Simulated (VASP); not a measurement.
# AlRu (P4mm) in VASP: single point with PBE

Aim: the single point of AlRu with PBE.

All numbers are computed with VASP 6.6.1; they aren't measurements. Logs are shortened: lines on timing, memory, paths and dates and some standing lists are left out, and cuts for length are marked.

### 1 The cell of the first run

It takes space group P4mm (No. 99, tetragonal). Conventional cell: a = 3.004 Å, b = 3.004 Å, c = 8.712 Å, α = 90.00°, β = 90.00°, γ = 90.00°. Al (site symmetry 4mm) has 8 Ru at 2.60 Å and 6 Al at 2.70 to 3.00 Å within 3.4 Å. Al (site symmetry 4mm) has 8 Ru at 2.60 Å and 6 Al at 3.00 Å within 3.4 Å. Al (site symmetry 4mm) has 8 Ru at 2.44 to 2.60 Å and 6 Al at 2.70 to 3.00 Å within 3.2 Å. Ru (site symmetry 4mm) has 8 Al at 2.44 to 2.60 Å and 6 Ru at 2.70 to 3.00 Å within 3.2 Å. Ru (site symmetry 4mm) has 8 Al at 2.60 Å and 6 Ru at 3.00 Å within 3.4 Å. Ru (site symmetry 4mm) has 8 Al at 2.60 Å and 6 Ru at 2.70 to 3.00 Å within 3.4 Å.

### 2 Single point, PBE (the distance across one plane changed)

Input file INCAR:

```
SYSTEM = AlRu
PREC = Accurate
ENCUT = 520
EDIFF = 1E-6
ISMEAR = 0
SIGMA = 0.15
LREAL = .False.
LASPH = .True.
NELM = 60
ALGO = Fast
ISIF = 2
LWAVE = .False.
LCHARG = .False.
GGA = PE
NBANDS = 34
```

Input file KPOINTS:

```
regular mesh
0
Gamma
  20 20 7
  0 0 0
```

Input file POSCAR:

```
AlRu
1.0
    0.0000000000     -3.0040847246      0.0000000000
    0.0000000000      0.0000000000     -3.0040847246
    8.7122541738      0.0000000000      0.0000000000
Al Ru
3 3
Direct
    0.0000000000      0.0000000000      0.2585913237
    0.0000000000      0.0000000000      0.6034027427
    0.0000000000      0.0000000000      0.9482141618
    0.5000000000      0.5000000000      0.0861856142
    0.5000000000      0.5000000000      0.4309970332
    0.5000000000      0.5000000000      0.7758084522
```

Potentials or basis: VASP PAW PBE potentials, release 64 (Al, Ru_pv).

Command:

```console
$ cat potpaw_PBE.64/Al/POTCAR potpaw_PBE.64/Ru_pv/POTCAR > POTCAR
$ mpirun -np 1 vasp_std > vasp.out
```

OUTCAR:

```text
SYSTEM = AlRu
   PREC = Accurate
   ENCUT = 520
   EDIFF = 1E-6
   ISMEAR = 0
   LREAL = .False.
   LASPH = .True.
   NELM = 60
   ISIF = 2
   GGA = PE

 ion  position               nearest neighbor table
   1  0.000  0.000  0.259-   5 2.60   5 2.60   5 2.60   5 2.60   4 2.60   4 2.60   4 2.60   4 2.60
                             3 2.70   2 3.00
   2  0.000  0.000  0.603-   5 2.60   5 2.60   5 2.60   5 2.60   6 2.60   6 2.60   6 2.60   6 2.60
                             1 3.00   3 3.00
   3  0.000  0.000  0.948-   4 2.44   4 2.44   4 2.44   4 2.44   6 2.60   6 2.60   6 2.60   6 2.60
                             1 2.70   2 3.00
   4  0.500  0.500  0.086-   3 2.44   3 2.44   3 2.44   3 2.44   1 2.60   1 2.60   1 2.60   1 2.60
                             6 2.70   5 3.00
   5  0.500  0.500  0.431-   1 2.60   2 2.60   1 2.60   2 2.60   1 2.60   2 2.60   1 2.60   2 2.60
                             4 3.00   6 3.00
   6  0.500  0.500  0.776-   2 2.60   2 2.60   2 2.60   2 2.60   3 2.60   3 2.60   3 2.60   3 2.60
                             4 2.70   5 3.00

  LATTYP: Found a simple tetragonal cell.
 ALAT       =     3.0040847246
 C/A-ratio  =     2.9001359724

  Lattice vectors:

 A1 = (   0.0000000000,  -3.0040847246,   0.0000000000)
 A2 = (   0.0000000000,   0.0000000000,  -3.0040847246)
 A3 = (   8.7122541738,   0.0000000000,   0.0000000000)

Analysis of symmetry for initial positions (statically):
=====================================================================
 Subroutine PRICEL returns:
 Original cell was already a primitive cell.

 Routine SETGRP: Setting up the symmetry group for a
 simple tetragonal supercell.

 Subroutine GETGRP returns: Found  8 space group operations
 (whereof  8 operations were pure point group operations)
 out of a pool of 16 trial point group operations.

The static configuration has the point symmetry C_4v.

Analysis of symmetry for dynamics (positions and initial velocities):
=====================================================================
 Subroutine PRICEL returns:
 Original cell was already a primitive cell.

 Routine SETGRP: Setting up the symmetry group for a
 simple tetragonal supercell.

 Subroutine GETGRP returns: Found  8 space group operations
 (whereof  8 operations were pure point group operations)
 out of a pool of 16 trial point group operations.

The dynamic configuration has the point symmetry C_4v.

 Subroutine INISYM returns: Found  8 space group operations
 (whereof  8 operations are pure point group operations),
[... 107 lines left out ...]
   NSW    =      0    number of steps for IOM
   IBRION =     -1    ionic relax: 0-MD 1-quasi-New 2-CG
   NFREE  =      0    steps in history (QN), initial steepest desc. (CG)
   ISIF   =      2    stress and relaxation
   ISYM   =      2    0-nonsym 1-usesym 2-fastsym
   POTIM  = 0.5000    time-step for ionic-motion
   TEBEG  =    0.0;   TEEND  =   0.0 temperature during run
   PSTRESS=    0.0 pullay stress
   NELECT =      51.0000    total number of electrons
   NUPDOWN=      -1.0000    fix difference up-down
   EMIN   =  10.00;   EMAX   =-10.00  energy-range for DOS
   EFERMI =   0.00;   METHOD = LEGACY
   ISMEAR =     0;   SIGMA  =   0.15  broadening in eV -4-tet -1-fermi 0-gaus
   EFERMI_NEDOS =   21; number of points for ismear=-14 and -15
   IALGO  =     68    algorithm
   IMIX   =      4    mixing-type and parameters
     AMIX     =   0.40;   BMIX     =  1.00
     AMIX_MAG =   1.60;   BMIX_MAG =  1.00
  volume/ion in A,a.u.               =      13.10        88.43
  Fermi-wavevector in a.u.,A,eV,Ry     =   1.417142  2.678009 27.324450  2.008290
  Thomas-Fermi vector in A             =   2.538403
   LORBIT       =      0    0 simple, 1 ext, 2 COOP (PROOUT), +10 PAW based schemes
   GGA     = PE    functional components
   LHFCALC =     F    Hartree Fock is set to
   AEXX    =    0.0000 exact exchange contribution
   IVDW    =     0    specifies the selected vdW correction
   LEPSILON=     F    determine dielectric tensor
   LRPA    =     F    only Hartree local field effects (RPA)
 non-spin polarized calculation
 RMM-DIIS sequential band-by-band and
 Gauss-broadening in eV      SIGMA  =   0.15
  energy-cutoff  :      520.00
  volume of cell :       78.62
 maximum number of plane-waves:      2136
 NGX is ok and might be reduce to    24
   NGX = 11   NGY = 11   NGZ = 33

 number of electron      50.9999994 magnetization

 Free energy of the ion-electron system (eV)
  ---------------------------------------------------
  ext. energy  EPLUGINS =         0.00000000
  ---------------------------------------------------
  free energy    TOTEN  =       -42.39346728 eV

  energy without entropy =      -42.34239023  energy(sigma->0) =      -42.36792875

 E-fermi :  11.0718     XC(G=0): -12.6700

 val. band max:       11.0713770277   @ k =   0.5000   0.1000   0.4286
 cond. band min:      11.0726459496   @ k =   0.3500   0.3500   0.2857
 fundamental gap:      0.0012689219
 Fermi energy:        11.0718278894

 k-point     1 :       0.0000    0.0000    0.0000
  band No.  band energies     occupation
      1     -31.0515      2.00000
      2     -30.8491      2.00000
      3     -30.8491      2.00000
      4     -30.8479      2.00000
      5     -30.7474      2.00000
      6     -30.7474      2.00000
[... 877 lines left out ...]
     33      17.6847      0.00000
     34      19.3092      0.00000

 [... further k-points ...]

------------------------ aborting loop because EDIFF is reached ----------------------------------------

  FORCE on cell =-STRESS in cart. coord.  units (eV):
  Direction    XX          YY          ZZ          XY          YZ          ZX
  --------------------------------------------------------------------------------------
  -------------------------------------------------------------------------------------
  Total        7.1010810      3.3864555      3.3864555      0.0000000      0.0000000      0.0000000
  in kB      144.7038731     69.0082586     69.0082586      0.0000000      0.0000000      0.0000000
  external PRESSURE =      94.2401301 kB  Pullay stress =       0.0000000 kB

 VOLUME and BASIS-vectors are now :
 -----------------------------------------------------------------------------
  energy-cutoff  :      520.00
  volume of cell :       78.62
      direct lattice vectors                 reciprocal lattice vectors
     0.000000000 -3.004084725  0.000000000     0.000000000 -0.332880092  0.000000000
     0.000000000  0.000000000 -3.004084725     0.000000000  0.000000000 -0.332880092
     8.712254174  0.000000000  0.000000000     0.114780857  0.000000000  0.000000000

 POSITION                                       TOTAL-FORCE (eV/Angst)
 -----------------------------------------------------------------------------------
      2.25291      0.00000      0.00000         0.614179      0.000000      0.000000
      5.25700      0.00000      0.00000        -0.074725      0.000000      0.000000
      8.26108      0.00000      0.00000        -1.927641      0.000000     -0.000000
      0.75087     -1.50204     -1.50204         2.442259      0.000000      0.000000
      3.75496     -1.50204     -1.50204         0.015723      0.000000     -0.000000
      6.75904     -1.50204     -1.50204        -1.069794      0.000000      0.000000
 -----------------------------------------------------------------------------------
    total drift:                               -0.000643     -0.000000      0.000000

  FREE ENERGIE OF THE ION-ELECTRON SYSTEM (eV)
  ---------------------------------------------------
  free  energy   TOTEN  =       -42.3934672807 eV

  energy  without entropy=      -42.3423902258  energy(sigma->0) =      -42.36792875
```

OSZICAR:

```text
N       E                     dE             d eps       ncg     rms          rms(c)
DAV:   1     0.496644343302E+03    0.49664E+03   -0.28386E+04 18544   0.148E+03
DAV:   2    -0.270823443847E+02   -0.52373E+03   -0.50739E+03 18600   0.443E+02
DAV:   3    -0.442428513468E+02   -0.17161E+02   -0.16602E+02 21476   0.790E+01
DAV:   4    -0.444834880560E+02   -0.24064E+00   -0.23976E+00 21002   0.883E+00
DAV:   5    -0.444887904081E+02   -0.53024E-02   -0.53011E-02 23074   0.131E+00    0.226E+01
RMM:   6    -0.428517371280E+02    0.16371E+01   -0.11552E+01 18295   0.190E+01    0.618E+00
RMM:   7    -0.435434585955E+02   -0.69172E+00   -0.31399E+00 18572   0.945E+00    0.818E+00
RMM:   8    -0.425152720160E+02    0.10282E+01   -0.84908E-01 18545   0.534E+00    0.362E+00
RMM:   9    -0.424366154080E+02    0.78657E-01   -0.18044E-01 19623   0.197E+00    0.265E+00
RMM:  10    -0.424037881544E+02    0.32827E-01   -0.68166E-02 20225   0.126E+00    0.935E-01
RMM:  11    -0.423938767517E+02    0.99114E-02   -0.12319E-02 19340   0.636E-01    0.265E-01
RMM:  12    -0.423936064731E+02    0.27028E-03   -0.18646E-03 20742   0.200E-01    0.160E-01
RMM:  13    -0.423934834902E+02    0.12298E-03   -0.87066E-04 20398   0.164E-01    0.543E-02
RMM:  14    -0.423934636920E+02    0.19798E-04   -0.19806E-04 20405   0.854E-02    0.270E-02
RMM:  15    -0.423934664907E+02   -0.27988E-05   -0.53907E-05 23318   0.339E-02    0.342E-02
RMM:  16    -0.423934672807E+02   -0.78997E-06   -0.86260E-06 18126   0.139E-02
   1 F= -.42393467E+02 E0= -.42367929E+02  d E =-.510771E-01
```

Run time: 9.7 min. Hardware: 1 thread of Intel Xeon Platinum 8488C (Sapphire Rapids), shared host; peak memory 0.6 GiB.

What came out:

| Item | Value |
| --- | --- |
| Free energy | -42.3935 eV |
| Pressure | 9.4 GPa |
| Largest force | 2.442 eV/Å |
| Band gap on the k mesh | zero (an odd number of electrons rules out a gap without spin polarisation) |

Forces on the atoms (eV/Å):
```
Al   0.614  0.000  0.000
Al  -0.075  0.000  0.000
Al  -1.928  0.000  0.000
Ru   2.442  0.000  0.000
Ru   0.016  0.000  0.000
Ru  -1.070  0.000  0.000
```

Levels at points of the mesh, in eV from the Fermi level:
| k point | band 22 | band 23 | band 24 | band 25 | band 26 | band 27 | band 28 | band 29 | band 30 | band 31 |
| --- | --- | --- | --- | --- | --- | --- | --- | --- | --- | --- |
| (0.00, 0.00, 0.00) | -1.22 | -0.23 | 0.24 | 0.25 | 0.25 | 0.33 | 2.30 | 3.26 | 5.76 | 5.76 |
| (0.50, 0.00, 0.00) | -1.43 | -1.33 | -1.29 | -1.07 | -0.80 | 0.49 | 1.79 | 1.94 | 2.15 | 6.17 |
| (0.50, 0.50, 0.00) | -0.31 | 0.02 | 1.27 | 1.49 | 1.56 | 2.69 | 2.69 | 3.14 | 3.14 | 3.47 |

Caveat: the cell differs from its parent crystal (the distance across one plane changed); the cell stands under pressure; forces of over 1 eV/Å act on the atoms, so gaps and moduli don't describe the material at rest.
